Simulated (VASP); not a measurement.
# InSe (Cm) in VASP: notebook

InSe is run at these levels: PBEsol; tasks: single point.

Program: VASP 6.6.1. These are calculated values, not measurements. Logs are shortened: lines on timing, memory, paths and dates and some standing lists are left out, and cuts for length are marked.

## (1) The cell of the first run

The structure is monoclinic, space group Cm (No. 8). Conventional cell: a = 6.928 Å, b = 4.000 Å, c = 8.631 Å, α = 90.00°, β = 105.52°, γ = 90.00°. In (site symmetry m) has 3 Se at 2.64 Å and 1 In at 2.80 Å within 3.5 Å. Within 3.3 Å of In (site symmetry m) lie 3 Se at 2.54 to 2.66 Å and 1 In at 2.80 Å. Within 3.5 Å of Se (site symmetry m) lie 3 In at 2.64 Å. Se (site symmetry m) has 3 In at 2.54 to 2.66 Å within 3.3 Å.

## (2) Single point, PBEsol (atom 4 (Se) moved +0.100 Å towards its neighbour atom 2 (In) at 2.638 Å)

INCAR reads:

```
SYSTEM = InSe
ALGO     = Normal         ! electronic algorithm
EDIFF    = 1E-6           ! SCF threshold, eV
ENCUT    = 520            ! plane-wave cutoff, eV
GGA      = PS             ! functional
ISIF     = 2              ! what is computed and relaxed
ISMEAR   = 0              ! smearing method
KPAR     = 4            
LASPH    = .TRUE.         ! aspherical terms in the spheres
LCHARG   = .TRUE.         ! write CHGCAR
LREAL    = .FALSE.        ! projectors in reciprocal space
LVHAR    = .TRUE.       
LWAVE    = .FALSE.        ! write WAVECAR
NBANDS   = 27             ! bands
NELM     = 80             ! most SCF steps
PREC     = Accurate       ! precision mode
SIGMA    = 0.03           ! smearing width, eV
```

KPOINTS reads:

```
k-points
0
G
  12 12 12
  0 0 0
```

POSCAR reads:

```
InSe
1.0
    1.9999996503      1.1547003365      8.3166700000
   -1.9999996503      1.1547003365      8.3166700000
    0.0000000000     -2.3094006730      8.3166700000
In Se
2 2
Direct
    0.0000000000      0.0000000000      0.0000000000
    0.1122000000      0.1122000000      0.1122000000
    0.6155000000      0.6155000000      0.6155000000
    0.8027936962      0.8406960420      0.8406960420
```

Potentials or basis: VASP PAW PBE potentials, release 64 (In_d, Se).

Command:

```console
$ cat potpaw_PBE.64/In_d/POTCAR potpaw_PBE.64/Se/POTCAR > POTCAR
$ mpirun -np 4 vasp_std > vasp.out
```

OUTCAR:

```text
SYSTEM = InSe
   EDIFF = 1E-6
   ENCUT = 520
   GGA = PS
   ISIF = 2
   ISMEAR = 0
   LASPH = .TRUE.
   LREAL = .FALSE.
   NELM = 80
   PREC = Accurate

 ion  position               nearest neighbor table
   1  0.000  0.000  0.000-   3 2.64   3 2.64   3 2.64   2 2.80
   2  0.112  0.112  0.112-   4 2.54   4 2.66   4 2.66   1 2.80
   3  0.615  0.615  0.615-   1 2.64   1 2.64   1 2.64
   4  0.803  0.841  0.841-   2 2.54   2 2.66   2 2.66

  LATTYP: Found a trigonal (rhomboedric) cell.
 ALAT       =     8.6313574458
 COS(alpha) =     0.8926179648

  Lattice vectors:

 A1 = (   1.9999996503,   1.1547003365,   8.3166700000)
 A2 = (  -1.9999996503,   1.1547003365,   8.3166700000)
 A3 = (   0.0000000000,  -2.3094006730,   8.3166700000)

Analysis of symmetry for initial positions (statically):
=====================================================================
 Subroutine PRICEL returns:
 Original cell was already a primitive cell.

 Routine SETGRP: Setting up the symmetry group for a
 trigonal (rhombohedral) supercell.

 Subroutine GETGRP returns: Found  2 space group operations
 (whereof  2 operations were pure point group operations)
 out of a pool of 12 trial point group operations.

The static configuration has the point symmetry C_1h.

Analysis of symmetry for dynamics (positions and initial velocities):
=====================================================================
 Subroutine PRICEL returns:
 Original cell was already a primitive cell.

 Routine SETGRP: Setting up the symmetry group for a
 trigonal (rhombohedral) supercell.

 Subroutine GETGRP returns: Found  2 space group operations
 (whereof  2 operations were pure point group operations)
 out of a pool of 12 trial point group operations.

The dynamic configuration has the point symmetry C_1h.

 Subroutine INISYM returns: Found  2 space group operations
 (whereof  2 operations are pure point group operations),
 and found     1 'primitive' translations

----------------------------------------------------------------------------------------

                                     Primitive cell

  volume of cell :     115.2391

  direct lattice vectors                    reciprocal lattice vectors
     1.999999650  1.154700336  8.316670000     0.250000044  0.144337593  0.040080144
    -1.999999650  1.154700336  8.316670000    -0.250000044  0.144337593  0.040080144
     0.000000000 -2.309400673  8.316670000     0.000000000 -0.288675185  0.040080144

  length of vectors
     8.631357446  8.631357446  8.631357446     0.291444301  0.291444301  0.291444301

  position of ions in fractional coordinates (direct lattice)
     0.000000000  0.000000000  0.000000000
     0.112200000  0.112200000  0.112200000
     0.615500000  0.615500000  0.615500000
     0.802793696  0.840696042  0.840696042

  ion indices of the primitive-cell ions
   primitive index   ion index
                 1           1
                 2           2
                 3           3
                 4           4

----------------------------------------------------------------------------------------

 KPOINTS: k-points

Automatic generation of k-mesh.
 Grid dimensions read from file:
 generate k-points for:   12   12   12

 Generating k-lattice:

  Cartesian coordinates                     Fractional coordinates (reciprocal lattice)
     0.020833337  0.012028133  0.003340012     0.083333333  0.000000000  0.000000000
    -0.020833337  0.012028133  0.003340012     0.000000000  0.083333333  0.000000000
     0.000000000 -0.024056265  0.003340012     0.000000000  0.000000000  0.083333333

  Length of vectors
     0.024287025  0.024287025  0.024287025

  Shift w.r.t. Gamma in fractional coordinates (k-lattice)
     0.000000000  0.000000000  0.000000000

 Subroutine IBZKPT returns following result:
 ===========================================

 Found    476 irreducible k-points:

 Following reciprocal coordinates:
            Coordinates               Weight
  0.000000  0.000000  0.000000      1.000000
  0.083333  0.000000  0.000000      2.000000
  0.000000  0.083333  0.000000      4.000000
  0.166667  0.000000  0.000000      2.000000
  0.000000  0.166667  0.000000      4.000000
  0.250000  0.000000  0.000000      2.000000
[... 16 lines left out ...]
  0.000000  0.333333  0.083333      4.000000
 -0.083333 -0.333333 -0.000000      4.000000
 [... further k-points ...]
   k-points           NKPTS =    476   k-points in BZ     NKDIM =    476   number of bands    NBANDS=     27
   number of dos      NEDOS =    301   number of ions     NIONS =      4
   total plane-waves  NPLWV = 262144
   dimension x,y,z NGX =    64 NGY =   64 NGZ =   64
   dimension x,y,z NGXF=   128 NGYF=  128 NGZF=  128
   ions per type =               2   2
   NGX,Y,Z   is equivalent  to a cutoff of  12.33, 12.33, 12.33 a.u.
   NGXF,Y,Z  is equivalent  to a cutoff of  24.65, 24.65, 24.65 a.u.
 SYSTEM =  InSe
   PREC   = accura    normal or accurate (medium, high low for compatibility)
   ISTART =      0    job   : 0-new  1-cont  2-samecut
   ICHARG =      2    charge: 1-file 2-atom 10-const
   ISPIN  =      1    spin polarized calculation?
   LNONCOLLINEAR =      F non collinear calculations
   LSORBIT =      F    spin-orbit coupling
   LASPH  =      T    aspherical Exc in radial PAW
   ENCUT  =  520.0 eV  38.22 Ry    6.18 a.u.  16.05 16.05 16.05*2*pi/ulx,y,z
   NELM   =     80;   NELMIN=  2; NELMDL= -5     # of ELM steps
   EDIFF  = 0.1E-05   stopping-criterion for ELM
   LREAL  =      F    real-space projection
   EDIFFG = 0.1E-04   stopping-criterion for IOM
   NSW    =      0    number of steps for IOM
   IBRION =     -1    ionic relax: 0-MD 1-quasi-New 2-CG
   NFREE  =      0    steps in history (QN), initial steepest desc. (CG)
   ISIF   =      2    stress and relaxation
   ISYM   =      2    0-nonsym 1-usesym 2-fastsym
   POTIM  = 0.5000    time-step for ionic-motion
   TEBEG  =    0.0;   TEEND  =   0.0 temperature during run
   PSTRESS=    0.0 pullay stress
   NELECT =      38.0000    total number of electrons
   NUPDOWN=      -1.0000    fix difference up-down
   EMIN   =  10.00;   EMAX   =-10.00  energy-range for DOS
   EFERMI =   0.00;   METHOD = LEGACY
   ISMEAR =     0;   SIGMA  =   0.03  broadening in eV -4-tet -1-fermi 0-gaus
   EFERMI_NEDOS =   21; number of points for ismear=-14 and -15
   IALGO  =     38    algorithm
   IMIX   =      4    mixing-type and parameters
     AMIX     =   0.40;   BMIX     =  1.00
     AMIX_MAG =   1.60;   BMIX_MAG =  1.00
  volume/ion in A,a.u.               =      28.81       194.42
  Fermi-wavevector in a.u.,A,eV,Ry     =   1.131018  2.137313 17.404585  1.279201
  Thomas-Fermi vector in A             =   2.267716
   LORBIT       =      0    0 simple, 1 ext, 2 COOP (PROOUT), +10 PAW based schemes
   GGA     = PS    functional components
   LHFCALC =     F    Hartree Fock is set to
   AEXX    =    0.0000 exact exchange contribution
   IVDW    =     0    specifies the selected vdW correction
   LEPSILON=     F    determine dielectric tensor
   LRPA    =     F    only Hartree local field effects (RPA)
 non-spin polarized calculation
 Gauss-broadening in eV      SIGMA  =   0.03
  energy-cutoff  :      520.00
  volume of cell :      115.24
 maximum number of plane-waves:      3142
   NGX = 33   NGY = 33   NGZ = 33

 number of electron      37.9999997 magnetization

 Free energy of the ion-electron system (eV)
  ---------------------------------------------------
  ext. energy  EPLUGINS =         0.00000000
  ---------------------------------------------------
  free energy    TOTEN  =       -15.55990818 eV

  energy without entropy =      -15.55990818  energy(sigma->0) =      -15.55990818

 E-fermi :   4.3210     XC(G=0):  -9.1696

 val. band max:        4.1923651379   @ k =   0.5000   0.5000   0.5000
 cond. band min:       4.4438891392   @ k =   0.5000   0.5000   0.5000
 fundamental gap:      0.2515240012
 Fermi energy:         4.3209985239

 k-point     1 :       0.0000    0.0000    0.0000
  band No.  band energies     occupation
      1     -10.6471      2.00000
      2     -10.5010      2.00000
      3     -10.4573      2.00000
      4     -10.3852      2.00000
      5     -10.3794      2.00000
      6     -10.3313      2.00000
[... 19 lines left out ...]
     26       9.6134      0.00000
     27      11.5581      0.00000

 k-point     2 :       0.0833    0.0000    0.0000
  band No.  band energies     occupation
      1     -10.6535      2.00000
      2     -10.5299      2.00000
      3     -10.4545      2.00000
      4     -10.4008      2.00000
      5     -10.3823      2.00000
      6     -10.3487      2.00000
[... 19 lines left out ...]
     26       9.5994      0.00000
     27      11.5172      0.00000

 k-point     3 :       0.0000    0.0833    0.0000
  band No.  band energies     occupation
      1     -10.6517      2.00000
      2     -10.5185      2.00000
      3     -10.4674      2.00000
      4     -10.4035      2.00000
      5     -10.3780      2.00000
      6     -10.3483      2.00000
[... 19 lines left out ...]
     26       9.7483      0.00000
     27      11.5488      0.00000

 k-point     4 :       0.1667    0.0000    0.0000
  band No.  band energies     occupation
      1     -10.6889      2.00000
      2     -10.5707      2.00000
      3     -10.4711      2.00000
      4     -10.4488      2.00000
      5     -10.3730      2.00000
      6     -10.3627      2.00000
[... 19 lines left out ...]
     26      10.0226      0.00000
     27      10.7970      0.00000
[... 516 lines left out ...]
      4     -10.4470      2.00000
      5     -10.3748      2.00000
      6     -10.3477      2.00000
[... 19 lines left out ...]
     26      10.8438      0.00000
     27      11.1894      0.00000

 k-point    23 :       0.0000    0.3333    0.0833
  band No.  band energies     occupation
      1     -10.7757      2.00000
      2     -10.6067      2.00000
      3     -10.5683      2.00000
      4     -10.4568      2.00000
      5     -10.3787      2.00000
      6     -10.3466      2.00000
[... 19 lines left out ...]
     26      10.8552      0.00000
     27      11.2490      0.00000

 k-point    24 :      -0.0833   -0.3333   -0.0000
  band No.  band energies     occupation
      1     -10.7643      2.00000
      2     -10.6058      2.00000
      3     -10.5679      2.00000
      4     -10.4646      2.00000
      5     -10.3800      2.00000
      6     -10.3488      2.00000
[... 19 lines left out ...]
     26      10.8142      0.00000
     27      11.1673      0.00000

 [... further k-points ...]

------------------------ aborting loop because EDIFF is reached ----------------------------------------

  FORCE on cell =-STRESS in cart. coord.  units (eV):
  Direction    XX          YY          ZZ          XY          YZ          ZX
  --------------------------------------------------------------------------------------
  -------------------------------------------------------------------------------------
  Total        1.0236153      0.5385878      0.4013143      0.4200461      0.3843692      0.6657464
  in kB       14.2313934      7.4880229      5.5795002      5.8399302      5.3439110      9.2559173
  external PRESSURE =       9.0996388 kB  Pullay stress =       0.0000000 kB

 VOLUME and BASIS-vectors are now :
 -----------------------------------------------------------------------------
  energy-cutoff  :      520.00
  volume of cell :      115.24
      direct lattice vectors                 reciprocal lattice vectors
     1.999999650  1.154700336  8.316670000     0.250000044  0.144337593  0.040080144
    -1.999999650  1.154700336  8.316670000    -0.250000044  0.144337593  0.040080144
     0.000000000 -2.309400673  8.316670000     0.000000000 -0.288675185  0.040080144

 POSITION                                       TOTAL-FORCE (eV/Angst)
 -----------------------------------------------------------------------------------
      0.00000      0.00000      0.00000        -0.020467     -0.011817      0.176012
      0.00000      0.00000      2.79939        -0.482644     -0.278655     -0.531778
      0.00000      0.00000     15.35673        -0.011852     -0.006843     -0.048551
     -0.07580     -0.04377     20.66015         0.514963      0.297314      0.404316
 -----------------------------------------------------------------------------------
    total drift:                               -0.000072     -0.000042     -0.000469

  FREE ENERGIE OF THE ION-ELECTRON SYSTEM (eV)
  ---------------------------------------------------
  free  energy   TOTEN  =       -15.5599081817 eV

  energy  without entropy=      -15.5599081817  energy(sigma->0) =      -15.55990818
```

Run time: 26 min. Hardware: 4 MPI ranks of Intel Xeon Platinum 8375C at 2.90GHz (Ice Lake), shared host; peak memory 1.5 GiB.

Results:

| Quantity | Value |
| --- | --- |
| Free energy | -15.5599 eV |
| Pressure | 0.9 GPa |
| Largest force | 0.770 eV/Å |
| Band gap on the k mesh | 0.25 eV |

Forces on the atoms (eV/Å):
```
In  -0.020 -0.012  0.176
In  -0.483 -0.279 -0.532
Se  -0.012 -0.007 -0.049
Se   0.515  0.297  0.404
```

Stress tensor (GPa, compression positive):
```
1.42 0.58 0.93
0.58 0.75 0.53
0.93 0.53 0.56
```

Caveat: the cell differs from its parent crystal (atom 4 (Se) moved +0.100 Å towards its neighbour atom 2 (In) at 2.638 Å); semilocal functionals underestimate gaps, and a narrow one can read as zero; the PAW data sets were made with another functional, which shifts forces and pressure a little; spin-orbit coupling is left out, which moves the levels of the heavy elements.

## (3) Single point, PBEsol (atom 4 (Se) moved +0.075 Å towards its neighbour atom 2 (In) at 2.638 Å)

INCAR reads:

```
SYSTEM = InSe
PREC = Accurate
ENCUT = 520
EDIFF = 1E-6
ISMEAR = 0
SIGMA = 0.03
LREAL = .FALSE.
LASPH = .TRUE.
NELM = 60
ALGO = Normal
ISIF = 2
LWAVE = .FALSE.
LCHARG = .FALSE.
GGA = PS
NBANDS = 27
KPAR = 4
```

KPOINTS reads:

```
Automatic mesh
0
G
  12 12 12
  0 0 0
```

POSCAR, as its differences from that of step 2:

```diff
@@ -11,2 +11,2 @@
     0.6155000000      0.6155000000      0.6155000000
-    0.8027936962      0.8406960420      0.8406960420
+    0.8095952721      0.8380220315      0.8380220315
```

Potentials or basis: VASP PAW PBE potentials, release 64 (In_d, Se).

Command:

```console
$ cat potpaw_PBE.64/In_d/POTCAR potpaw_PBE.64/Se/POTCAR > POTCAR
$ mpirun -np 4 vasp_std > vasp.out
```

Wall time 31 min (4 MPI ranks of Oxide Virtual Turin-like, shared host); peak memory 1.5 GiB.

It converged, with:

- Free energy: -15.5752 eV
- Pressure: 0.7 GPa
- Largest force: 0.584 eV/Å
- Band gap on the k mesh: 0.26 eV

Forces on the atoms (eV/Å):
```
In  -0.015 -0.009  0.176
In  -0.342 -0.198 -0.431
Se  -0.009 -0.005 -0.044
Se   0.366  0.211  0.299
```

Stress tensor (GPa, compression positive):
```
1.15 0.41 0.66
0.41 0.67 0.38
0.66 0.38 0.38
```

Levels at points of the mesh, in eV from the valence-band top:
```
           k point  band 17  band 18  band 19  band 20  band 21  band 22
(0.00, 0.00, 0.00)    -1.40    -1.30    -1.25     1.58     1.95     4.19
(0.50, 0.00, 0.00)    -2.43    -2.31    -1.84     1.05     1.92     3.60
(0.00, 0.50, 0.00)    -2.49    -2.32    -1.69     1.02     1.88     3.51
(0.50, 0.50, 0.00)    -2.66    -2.14    -1.56     1.03     1.81     3.17
(0.00, 0.50, 0.50)    -2.64    -2.12    -1.58     1.07     1.90     3.12
(0.50, 0.50, 0.50)    -1.24    -1.17     0.00     0.26     1.96     4.08
```

Caveat: the cell differs from its parent crystal (atom 4 (Se) moved +0.075 Å towards its neighbour atom 2 (In) at 2.638 Å); semilocal functionals underestimate gaps, and a narrow one can read as zero; the PAW data sets were made with another functional, which shifts forces and pressure a little; spin-orbit coupling is left out, which moves the levels of the heavy elements.
